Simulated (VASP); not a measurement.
Runs of VASP 6.6.1 on BaTe. The structure is that of space group Fm-3m (No. 225), or close to it. The cells are those of the table. 

```tsv
task	level	potentials or basis	spin	cell	cutoff (eV)	gap on the mesh (eV)	pressure (GPa)	relaxed volume (Å³/atom)
relaxation of cell and atoms	PBEsol	VASP PAW PBE potentials, release 64 (Ba_sv, Te)	off	relaxed from a = 4.822 Å, angles 60.0°, 2 atoms	600	(b)	0.0	42.29
relaxation of cell and atoms	r2SCAN	VASP PAW PBE potentials, release 64 (Ba_sv, Te)	off	relaxed from a = 4.822 Å, angles 60.0°, 2 atoms	600	1.95	0.0	44.46
relaxation of cell and atoms	LDA	VASP PAW LDA potentials, release 64 (Ba_sv, Te)	off	relaxed from a = 4.822 Å, angles 60.0°, 2 atoms	600	1.29	0.0	40.98
single point	r2SCAN	VASP PAW PBE potentials, release 64 (Ba_sv, Te)	non-collinear, zero start, SOC	a = 4.994 Å, angles 60.0°, 2 atoms	520	-	(a)	-
relaxation of the atoms	r2SCAN	VASP PAW PBE potentials, release 64 (Ba_sv, Te)	off	atoms relaxed from a = 5.092 Å, angles 60.0°, 2 atoms	520	2.04	-1.3	-
```

Alike in all rows: k mesh 8 × 8 × 8; smearing fermi-dirac 0.02 eV.

Question: Fill in the values left out.

Answer: (a) 0.3; (b) 1.40.

Caveats: the PAW data sets were made with another functional, which shifts forces and pressure a little (at least some runs); spin-orbit coupling is left out, which moves the levels of the heavy elements (at least some runs); the relaxation stopped at its first step, so nothing moved (at least some runs).

A k mesh can miss the band edges, and rows without SOC leave out spin-orbit coupling on Ba, Te.
